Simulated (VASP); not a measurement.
# MgO (Amm2) in VASP: a series of runs

MgO is run at these levels: PBE; tasks: single point.

Everything below comes from runs of VASP 6.6.1. Logs are shortened: lines on timing, memory, paths and dates and some standing lists are left out, and cuts for length are marked.

## 1. The cell of the first run

The structure is orthorhombic, space group Amm2 (No. 38). The conventional cell has a = 4.254 Å, b = 6.016 Å, c = 6.016 Å, α = 90.00°, β = 90.00°, γ = 90.00°. Mg (site symmetry mm2) has 6 O at 1.93 to 2.35 Å within 2.6 Å. Mg (site symmetry mm2) has 6 O at 2.13 Å and 1 Mg at 2.71 Å within 2.8 Å. Within 3.2 Å of Mg (site symmetry m) lie 6 O at 2.13 Å and 12 Mg at 2.87 to 3.17 Å. O (site symmetry m) has 6 Mg at 1.93 to 2.35 Å within 2.6 Å. O (site symmetry mm2) has 6 Mg at 2.13 to 2.15 Å within 2.8 Å. Within 2.8 Å of O (site symmetry mm2) lie 6 Mg at 2.13 Å.

## 2. Single point, PBE (atom 1 (Mg) moved -0.300 Å towards its neighbour atom 2 (Mg) at 3.008 Å)

INCAR

```
SYSTEM = MgO
ALGO = Normal
EDIFF = 1E-6
ENCUT = 520
GGA = PE
ISIF = 2
ISMEAR = 0
LASPH = .TRUE.
LCHARG = .FALSE.
LREAL = .FALSE.
LWAVE = .FALSE.
NBANDS = 26
NELM = 60
PREC = Accurate
SIGMA = 0.05
```

KPOINTS

```
k-points
0
G
  6 6 6
  0 0 0
```

POSCAR

```
MgO
1.0
    4.2538458108      0.0000000000      0.0000000000
    0.0000000000     -4.2538458108      0.0000000000
    0.0000000000      0.0000000000     -4.2538458108
Mg O
4 4
Direct
    0.0498682942      0.0498682942      0.0000000000
    0.5000000000      0.5000000000      0.0000000000
    0.5000000000      0.0000000000      0.5000000000
    0.0000000000      0.5000000000      0.5000000000
    0.5000000000      0.0000000000      0.0000000000
    0.0000000000      0.5000000000      0.0000000000
    0.0000000000      0.0000000000      0.5000000000
    0.5000000000      0.5000000000      0.5000000000
```

Potentials or basis: VASP PAW PBE potentials, release 64 (Mg, O).

On the command line:

```
cat potpaw_PBE.64/Mg/POTCAR potpaw_PBE.64/O/POTCAR > POTCAR
mpirun -np 1 vasp_std > vasp.out
```

OUTCAR:

```text
SYSTEM = MgO
   EDIFF = 1E-6
   ENCUT = 520
   GGA = PE
   ISIF = 2
   ISMEAR = 0
   LASPH = .TRUE.
   LREAL = .FALSE.
   NELM = 60
   PREC = Accurate

 ion  position               nearest neighbor table
   1  0.050  0.050  0.000-   5 1.93   6 1.93   7 2.15   7 2.15   6 2.35   5 2.35   2 2.71   4 2.87
                             4 2.87   3 2.87   3 2.87   2 3.02   2 3.02   4 3.17   3 3.17   4 3.17
   2  0.500  0.500  0.000-   5 2.13   6 2.13   8 2.13   8 2.13   5 2.13   6 2.13   1 2.71   4 3.01
                             4 3.01   3 3.01   3 3.01   3 3.01   4 3.01   3 3.01   4 3.01   1 3.02
   3  0.500  0.000  0.500-   5 2.13   7 2.13   8 2.13   5 2.13   8 2.13   7 2.13   1 2.87   1 2.87
                             2 3.01   2 3.01   4 3.01   4 3.01   2 3.01   4 3.01   2 3.01   4 3.01
   4  0.000  0.500  0.500-   6 2.13   7 2.13   8 2.13   6 2.13   7 2.13   8 2.13   1 2.87   1 2.87
                             2 3.01   3 3.01   3 3.01   2 3.01   3 3.01   2 3.01   2 3.01   3 3.01
   5  0.500  0.000  0.000-   1 1.93   2 2.13   3 2.13   3 2.13   2 2.13   1 2.35
   6  0.000  0.500  0.000-   1 1.93   2 2.13   4 2.13   4 2.13   2 2.13   1 2.35
   7  0.000  0.000  0.500-   3 2.13   4 2.13   4 2.13   3 2.13   1 2.15   1 2.15
   8  0.500  0.500  0.500-   2 2.13   3 2.13   4 2.13   2 2.13   3 2.13   4 2.13

  LATTYP: Found a simple cubic cell.
 ALAT       =     4.2538458108

  Lattice vectors:

 A1 = (   4.2538458108,   0.0000000000,   0.0000000000)
 A2 = (   0.0000000000,  -4.2538458108,   0.0000000000)
 A3 = (   0.0000000000,   0.0000000000,  -4.2538458108)

Analysis of symmetry for initial positions (statically):
=====================================================================
 Subroutine PRICEL returns:
 Original cell was already a primitive cell.

 Routine SETGRP: Setting up the symmetry group for a
 simple cubic supercell.

 Subroutine GETGRP returns: Found  4 space group operations
 (whereof  4 operations were pure point group operations)
 out of a pool of 48 trial point group operations.

The static configuration has the point symmetry C_2v.

Analysis of symmetry for dynamics (positions and initial velocities):
=====================================================================
 Subroutine PRICEL returns:
 Original cell was already a primitive cell.

 Routine SETGRP: Setting up the symmetry group for a
 simple cubic supercell.

 Subroutine GETGRP returns: Found  4 space group operations
 (whereof  4 operations were pure point group operations)
 out of a pool of 48 trial point group operations.

The dynamic configuration has the point symmetry C_2v.

 Subroutine INISYM returns: Found  4 space group operations
 (whereof  4 operations are pure point group operations),
 and found     1 'primitive' translations

----------------------------------------------------------------------------------------

                                     Primitive cell

  volume of cell :      76.9742

  direct lattice vectors                    reciprocal lattice vectors
     4.253845811  0.000000000  0.000000000     0.235081393  0.000000000  0.000000000
     0.000000000 -4.253845811  0.000000000     0.000000000 -0.235081393  0.000000000
     0.000000000  0.000000000 -4.253845811     0.000000000  0.000000000 -0.235081393

  length of vectors
     4.253845811  4.253845811  4.253845811     0.235081393  0.235081393  0.235081393

  position of ions in fractional coordinates (direct lattice)
     0.049868294  0.049868294  0.000000000
     0.500000000  0.500000000  0.000000000
     0.500000000  0.000000000  0.500000000
     0.000000000  0.500000000  0.500000000
     0.500000000  0.000000000  0.000000000
     0.000000000  0.500000000  0.000000000
     0.000000000  0.000000000  0.500000000
     0.500000000  0.500000000  0.500000000

  ion indices of the primitive-cell ions
   primitive index   ion index
                 1           1
                 2           2
                 3           3
                 4           4
                 5           5
                 6           6
                 7           7
                 8           8

----------------------------------------------------------------------------------------

 KPOINTS: k-points

Automatic generation of k-mesh.
 Grid dimensions read from file:
 generate k-points for:    6    6    6

 Generating k-lattice:

  Cartesian coordinates                     Fractional coordinates (reciprocal lattice)
     0.039180232  0.000000000  0.000000000     0.166666667  0.000000000  0.000000000
     0.000000000 -0.039180232  0.000000000     0.000000000  0.166666667  0.000000000
     0.000000000  0.000000000 -0.039180232     0.000000000  0.000000000  0.166666667

  Length of vectors
     0.039180232  0.039180232  0.039180232

  Shift w.r.t. Gamma in fractional coordinates (k-lattice)
     0.000000000  0.000000000  0.000000000

 Subroutine IBZKPT returns following result:
 ===========================================

 Found     52 irreducible k-points:

 Following reciprocal coordinates:
            Coordinates               Weight
  0.000000  0.000000  0.000000      1.000000
  0.166667  0.000000  0.000000      4.000000
  0.000000  0.000000  0.166667      2.000000
  0.333333  0.000000  0.000000      4.000000
  0.000000  0.000000  0.333333      2.000000
  0.500000  0.000000  0.000000      2.000000
[... 16 lines left out ...]
  0.333333  0.000000  0.500000      4.000000
  0.500000  0.500000  0.000000      1.000000
 [... further k-points ...]
   k-points           NKPTS =     52   k-points in BZ     NKDIM =     52   number of bands    NBANDS=     26
   number of dos      NEDOS =    301   number of ions     NIONS =      8
   total plane-waves  NPLWV =  32768
   dimension x,y,z NGX =    32 NGY =   32 NGZ =   32
   dimension x,y,z NGXF=    64 NGYF=   64 NGZF=   64
   ions per type =               4   4
   NGX,Y,Z   is equivalent  to a cutoff of  12.51, 12.51, 12.51 a.u.
   NGXF,Y,Z  is equivalent  to a cutoff of  25.01, 25.01, 25.01 a.u.
 SYSTEM =  MgO
   PREC   = accura    normal or accurate (medium, high low for compatibility)
   ISTART =      0    job   : 0-new  1-cont  2-samecut
   ICHARG =      2    charge: 1-file 2-atom 10-const
   ISPIN  =      1    spin polarized calculation?
   LNONCOLLINEAR =      F non collinear calculations
   LSORBIT =      F    spin-orbit coupling
   LASPH  =      T    aspherical Exc in radial PAW
   ENCUT  =  520.0 eV  38.22 Ry    6.18 a.u.   7.91  7.91  7.91*2*pi/ulx,y,z
   NELM   =     60;   NELMIN=  2; NELMDL= -5     # of ELM steps
   EDIFF  = 0.1E-05   stopping-criterion for ELM
   LREAL  =      F    real-space projection
   EDIFFG = 0.1E-04   stopping-criterion for IOM
   NSW    =      0    number of steps for IOM
   IBRION =     -1    ionic relax: 0-MD 1-quasi-New 2-CG
   NFREE  =      0    steps in history (QN), initial steepest desc. (CG)
   ISIF   =      2    stress and relaxation
   ISYM   =      2    0-nonsym 1-usesym 2-fastsym
   POTIM  = 0.5000    time-step for ionic-motion
   TEBEG  =    0.0;   TEEND  =   0.0 temperature during run
   PSTRESS=    0.0 pullay stress
   NELECT =      32.0000    total number of electrons
   NUPDOWN=      -1.0000    fix difference up-down
   EMIN   =  10.00;   EMAX   =-10.00  energy-range for DOS
   EFERMI =   0.00;   METHOD = LEGACY
   ISMEAR =     0;   SIGMA  =   0.05  broadening in eV -4-tet -1-fermi 0-gaus
   EFERMI_NEDOS =   21; number of points for ismear=-14 and -15
   IALGO  =     38    algorithm
   IMIX   =      4    mixing-type and parameters
     AMIX     =   0.40;   BMIX     =  1.00
     AMIX_MAG =   1.60;   BMIX_MAG =  1.00
  volume/ion in A,a.u.               =       9.62        64.93
  Fermi-wavevector in a.u.,A,eV,Ry     =   1.221827  2.308918 20.311613  1.492861
  Thomas-Fermi vector in A             =   2.356996
   LORBIT       =      0    0 simple, 1 ext, 2 COOP (PROOUT), +10 PAW based schemes
   GGA     = PE    functional components
   LHFCALC =     F    Hartree Fock is set to
   AEXX    =    0.0000 exact exchange contribution
   IVDW    =     0    specifies the selected vdW correction
   LEPSILON=     F    determine dielectric tensor
   LRPA    =     F    only Hartree local field effects (RPA)
 non-spin polarized calculation
 Gauss-broadening in eV      SIGMA  =   0.05
  energy-cutoff  :      520.00
  volume of cell :       76.97
 maximum number of plane-waves:      2103
   NGX = 15   NGY = 15   NGZ = 15

 number of electron      31.9999976 magnetization

 Free energy of the ion-electron system (eV)
  ---------------------------------------------------
  ext. energy  EPLUGINS =         0.00000000
  ---------------------------------------------------
  free energy    TOTEN  =       -47.22098083 eV

  energy without entropy =      -47.22098083  energy(sigma->0) =      -47.22098083

 E-fermi :   3.2125     XC(G=0): -10.9278

 val. band max:        2.9520472579   @ k =   0.0000   0.0000   0.0000
 cond. band min:       7.3847417780   @ k =   0.0000   0.0000   0.0000
 fundamental gap:      4.4326945201
 Fermi energy:         3.2125241850

 k-point     1 :       0.0000    0.0000    0.0000
  band No.  band energies     occupation
      1     -14.1696      2.00000
      2     -12.7532      2.00000
      3     -12.7356      2.00000
      4     -12.6563      2.00000
      5      -1.0145      2.00000
      6      -1.0107      2.00000
[... 18 lines left out ...]
     25      15.7718      0.00000
     26      15.7802      0.00000

 k-point     2 :       0.1667    0.0000    0.0000
  band No.  band energies     occupation
      1     -14.0773      2.00000
      2     -12.8301      2.00000
      3     -12.7271      2.00000
      4     -12.6645      2.00000
      5      -0.8800      2.00000
      6      -0.8796      2.00000
[... 18 lines left out ...]
     25      15.6473      0.00000
[... 608 lines left out ...]
     25      15.6267      0.00000
     26      15.6997      0.00000

 k-point    24 :       0.5000    0.5000    0.0000
  band No.  band energies     occupation
      1     -13.0793      2.00000
      2     -13.0623      2.00000
      3     -13.0406      2.00000
      4     -12.9328      2.00000
      5      -0.5400      2.00000
      6      -0.4407      2.00000
[... 18 lines left out ...]
     25      16.0199      0.00000
     26      16.5401      0.00000

 [... further k-points ...]

------------------------ aborting loop because EDIFF is reached ----------------------------------------

  FORCE on cell =-STRESS in cart. coord.  units (eV):
  Direction    XX          YY          ZZ          XY          YZ          ZX
  --------------------------------------------------------------------------------------
  -------------------------------------------------------------------------------------
  Total        1.3754151      1.3754151     -0.2476021      0.0770269      0.0000000      0.0000000
  in kB       28.6285350     28.6285350     -5.1537074      1.6032732      0.0000000      0.0000000
  external PRESSURE =      17.3677875 kB  Pullay stress =       0.0000000 kB

 VOLUME and BASIS-vectors are now :
 -----------------------------------------------------------------------------
  energy-cutoff  :      520.00
  volume of cell :       76.97
      direct lattice vectors                 reciprocal lattice vectors
     4.253845811  0.000000000  0.000000000     0.235081393  0.000000000  0.000000000
     0.000000000 -4.253845811  0.000000000     0.000000000 -0.235081393  0.000000000
     0.000000000  0.000000000 -4.253845811     0.000000000  0.000000000 -0.235081393

 POSITION                                       TOTAL-FORCE (eV/Angst)
 -----------------------------------------------------------------------------------
      0.21213     -0.21213      0.00000        -2.113260      2.113260      0.000000
      2.12692     -2.12692      0.00000         0.578123     -0.578123      0.000000
      2.12692      0.00000     -2.12692         0.507681      0.161027      0.000000
      0.00000     -2.12692     -2.12692        -0.161027     -0.507681      0.000000
      2.12692      0.00000      0.00000         0.699799     -0.237646      0.000000
      0.00000     -2.12692      0.00000         0.237646     -0.699799      0.000000
      0.00000      0.00000     -2.12692         0.312008     -0.312008      0.000000
      2.12692     -2.12692     -2.12692        -0.060969      0.060969      0.000000
 -----------------------------------------------------------------------------------
    total drift:                                0.000338     -0.000338      0.000000

  FREE ENERGIE OF THE ION-ELECTRON SYSTEM (eV)
  ---------------------------------------------------
  free  energy   TOTEN  =       -47.2209808293 eV

  energy  without entropy=      -47.2209808293  energy(sigma->0) =      -47.22098083
```

Run time: 1.8 min. Hardware: 1 thread of Intel Xeon 8259CL, shared host; peak memory 0.22 GiB.

Results:

```
Free energy            : -47.2210 eV
Pressure               : 1.7 GPa
Largest force          : 2.989 eV/Å
Band gap on the k mesh : 4.43 eV
```

Forces in eV/Å, atoms in the order of the input:
```
Mg  -2.113  2.113  0.000
Mg   0.578 -0.578  0.000
Mg   0.508  0.161  0.000
Mg  -0.161 -0.508  0.000
O    0.700 -0.238  0.000
O    0.238 -0.700  0.000
O    0.312 -0.312  0.000
O   -0.061  0.061  0.000
```

Caveat: the cell differs from its parent crystal (atom 1 (Mg) moved -0.300 Å towards its neighbour atom 2 (Mg) at 3.008 Å); forces of over 1 eV/Å act on the atoms, so gaps and moduli don't describe the material at rest.

## 3. Single point, PBE (atom 1 (Mg) moved +0.150 Å towards its neighbour atom 2 (Mg) at 3.008 Å)

INCAR

```
SYSTEM = MgO
PREC = Accurate
ENCUT = 520
EDIFF = 1E-7
ISMEAR = 0
SIGMA = 0.05
LREAL = .False.
LASPH = .True.
NELM = 100
ALGO = Normal
ISIF = 2
LWAVE = .False.
LCHARG = .False.
GGA = PE
NBANDS = 26
```

KPOINTS

```
Automatic mesh
0
Gamma
  6 6 6
  0 0 0
```

POSCAR, as its differences from that of step 2:

```diff
@@ -8,3 +8,3 @@
 Direct
-    0.0498682942      0.0498682942      0.0000000000
+   -0.0249341471     -0.0249341471      0.0000000000
     0.5000000000      0.5000000000      0.0000000000
```

Potentials or basis: VASP PAW PBE potentials, release 64 (Mg, O).

On the command line:

```
cat potpaw_PBE.64/Mg/POTCAR potpaw_PBE.64/O/POTCAR > POTCAR
mpirun -np 1 vasp_std > vasp.out
```

It took 2 min on 1 thread of Intel Xeon 8259CL, shared host; peak memory 0.22 GiB.

Results (log left out):

```yaml
Free_energy: -47.5446 eV
Pressure: -0.1 GPa
Largest_force: 1.381 eV/Å
Band_gap_on_the_k_mesh: 4.44 eV
```

Forces in eV/Å, atoms in the order of the input:
```
Mg   0.977 -0.977  0.000
Mg  -0.266  0.266  0.000
Mg  -0.257 -0.077  0.000
Mg   0.077  0.257  0.000
O   -0.261  0.145  0.000
O   -0.145  0.261  0.000
O   -0.154  0.154  0.000
O    0.029 -0.029  0.000
```

Stress tensor (GPa, compression positive):
```
 0.16  0.00  0.00
 0.00  0.16  0.00
 0.00  0.00 -0.68
```

Levels at points of the mesh, in eV from the valence-band top:
| k point | band 12 | band 13 | band 14 | band 15 | band 16 | band 17 | band 18 | band 19 | band 20 | band 21 |
| --- | --- | --- | --- | --- | --- | --- | --- | --- | --- | --- |
| (0.00, 0.00, 0.00) | -1.30 | -1.30 | -0.01 | 0.00 | 0.00 | 4.44 | 9.06 | 9.09 | 9.10 | 9.61 |
| (0.50, 0.00, 0.00) | -1.71 | -0.73 | -0.73 | -0.70 | -0.70 | 7.71 | 7.81 | 10.91 | 11.20 | 11.29 |
| (0.00, 0.00, 0.50) | -1.70 | -0.73 | -0.71 | -0.71 | -0.71 | 7.77 | 7.77 | 11.02 | 11.02 | 11.44 |
| (0.50, 0.50, 0.00) | -1.87 | -0.64 | -0.62 | -0.62 | -0.60 | 9.09 | 9.20 | 9.21 | 9.31 | 11.34 |
| (0.00, 0.50, 0.50) | -1.89 | -0.63 | -0.63 | -0.62 | -0.60 | 9.14 | 9.17 | 9.24 | 9.27 | 11.45 |
| (0.50, 0.50, 0.50) | -0.63 | -0.62 | -0.61 | -0.61 | -0.60 | 7.69 | 7.71 | 7.72 | 7.73 | 12.21 |

Caveat: the cell differs from its parent crystal (atom 1 (Mg) moved +0.150 Å towards its neighbour atom 2 (Mg) at 3.008 Å); forces of over 1 eV/Å act on the atoms, so gaps and moduli don't describe the material at rest.

## 4. Single point, PBE (atom 1 (Mg) moved +0.525 Å towards its neighbour atom 2 (Mg) at 3.008 Å)

INCAR

```
PREC = Accurate ; ENCUT = 520
EDIFF = 1E-6 ; ISMEAR = 0
SIGMA = 0.05 ; LREAL = F
LASPH = T ; NELM = 60
ALGO = Normal ; ISIF = 2
LWAVE = F ; LCHARG = F
GGA = PE ; NBANDS = 26
```

KPOINTS

```
Automatic mesh
0
Gamma
  6 6 6
```

POSCAR, as its differences from that of step 3:

```diff
@@ -8,3 +8,3 @@
 Direct
-   -0.0249341471     -0.0249341471      0.0000000000
+   -0.0872695148     -0.0872695148      0.0000000000
     0.5000000000      0.5000000000      0.0000000000
```

On the command line:

```
cat potpaw_PBE.64/Mg/POTCAR potpaw_PBE.64/O/POTCAR > POTCAR
mpirun -np 1 vasp_std > vasp.out
```

It took 90 s on 1 thread of Intel Xeon 8259CL, shared host; peak memory 0.22 GiB.

The run converged. Its results:

```yaml
Free_energy: -46.2102 eV
Pressure: 7.0 GPa
Largest_force: 6.168 eV/Å
Band_gap_on_the_k_mesh: 4.40 eV
```

Forces in eV/Å, atoms in the order of the input:
```
Mg   4.362 -4.362  0.000
Mg  -1.246  1.246  0.000
Mg  -0.853 -0.311  0.000
Mg   0.311  0.853  0.000
O   -2.031  0.106  0.000
O   -0.106  2.031  0.000
O   -0.562  0.562  0.000
O    0.125 -0.125  0.000
```

Stress tensor (GPa, compression positive):
```
10.53  1.65  0.00
 1.65 10.53  0.00
 0.00  0.00  0.09
```

Levels at points of the mesh, in eV from the valence-band top:
| k point | band 14 | band 15 | band 16 | band 17 | band 18 | band 19 |
| --- | --- | --- | --- | --- | --- | --- |
| (0.00, 0.00, 0.00) | -0.07 | 0.00 | 0.00 | 4.40 | 8.84 | 8.86 |
| (0.50, 0.00, 0.00) | -0.83 | -0.61 | -0.59 | 7.45 | 7.87 | 10.31 |
| (0.00, 0.00, 0.50) | -0.69 | -0.67 | -0.64 | 7.72 | 7.77 | 10.37 |
| (0.50, 0.50, 0.00) | -0.60 | -0.56 | -0.43 | 8.63 | 9.16 | 9.26 |
| (0.00, 0.50, 0.50) | -0.72 | -0.60 | -0.37 | 8.90 | 8.91 | 9.36 |
| (0.50, 0.50, 0.50) | -0.52 | -0.44 | -0.33 | 7.46 | 7.66 | 7.79 |

Caveat: the cell differs from its parent crystal (atom 1 (Mg) moved +0.525 Å towards its neighbour atom 2 (Mg) at 3.008 Å); the cell stands under pressure; forces of over 1 eV/Å act on the atoms, so gaps and moduli don't describe the material at rest.

## 5. The runs side by side

```tsv
cell	gap on the mesh (eV)	pressure (GPa)	largest force (eV/Å)
as given, atomic positions A	4.43	1.7	2.99
as given, atomic positions B	4.44	-0.1	1.38
as given, atomic positions C	4.40	7.0	6.17
```

Alike in all rows: task single point; level PBE; potentials or basis VASP PAW PBE potentials, release 64 (Mg, O); no spin polarisation; k mesh 6 × 6 × 6; cutoff (eV) 520; smearing gaussian 0.05 eV.

Caveats: forces of over 1 eV/Å act on the atoms, so gaps and moduli don't describe the material at rest; the cell stands under pressure (at least some runs).

Absolute energies hang on the potentials; compare differences alone.
